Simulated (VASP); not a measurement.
Wanted: the native input for a VASP 6.6.1 run.

```yaml
Task: single point
Functional: PBE
Potentials_or_basis: VASP PAW PBE potentials, release 64 (Re)
Cutoff: 520 eV
k_mesh: 15 × 15 × 15
Occupations: fermi-dirac, width 0.08 eV
Spin: no spin polarisation
Dipole_correction: no
Further_INCAR_settings: ALGO = Normal; EDIFF = 1e-06; NBANDS = 14
```

The structure of Re lies in POSCAR:

```
Re
1.0
    0.0000000000      2.2308907542      2.2308907542
    2.2308907542      0.0000000000      2.2308907542
    2.2308907542      2.2308907542      0.0000000000
Re
2
Direct
   -0.1250000000     -0.1250000000     -0.1250000000
    0.1250000000      0.1250000000      0.1250000000
```

These files were run (other wordings do the same):

INCAR

```
SYSTEM = Re
ALGO = Normal
EDIFF = 1E-6
ENCUT = 520
GGA = PE
ISIF = 2
ISMEAR = -1
LASPH = .TRUE.
LCHARG = .FALSE.
LREAL = .FALSE.
LWAVE = .FALSE.
NBANDS = 14
NELM = 60
PREC = Accurate
SIGMA = 0.08
```

KPOINTS

```
k-points
0
G
  15 15 15
  0 0 0
```

Potentials or basis: VASP PAW PBE potentials, release 64 (Re).

The run is started by

```bash
$ cat potpaw_PBE.64/Re/POTCAR > POTCAR
$ mpirun -np 1 vasp_std > vasp.out
```

Results of the run:

```json
{
  "Pressure": "440.8 GPa",
  "Band gap on the k mesh": "zero (band 7 reaches 13.58 eV, above the bottom of band 8 at 11.63 eV)"
}
```

Caveat: spin-orbit coupling is left out, which moves the levels of the heavy elements.

Run time: 17 s on 1 thread of Intel(R) Xeon(R) Platinum 8559C (Emerald Rapids), on a shared host, peak memory 0.16 GiB.
